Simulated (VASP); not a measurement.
The system is CoSi2.

```
Co Si
1.0
     0.00000    2.67800    2.67800
     2.67800    0.00000    2.67800
     2.67800    2.67800    0.00000
Co Si
1 2
Direct
  0.00000 0.00000 0.00000
  0.25000 0.25000 0.25000
  0.75000 0.75000 0.75000
```

Program: VASP 6.6.1. Alike in all runs: task single point; level PBE; potentials or basis VASP PAW PBE potentials, release 64 (Co, Si); spin collinear, ferromagnetic start; cell as given; k mesh 10 × 10 × 10; cutoff (eV) 520; smearing fermi-dirac 0.1 eV.

Order these runs on this cell by their pressure, lowest first.
A. fixed moment (μB) 1.35
B. fixed moment (μB) 1.8
C. fixed moment (μB) 0.9
D. fixed moment (μB) 0.22
E. fixed moment (μB) 1.57

D (0.5 GPa), C (3.6 GPa), A (8.0 GPa), E (10.2 GPa), B (12.8 GPa).

Caveats: the total moment is fixed, so each spin has its own Fermi level; the cell stands under pressure (at least some runs).
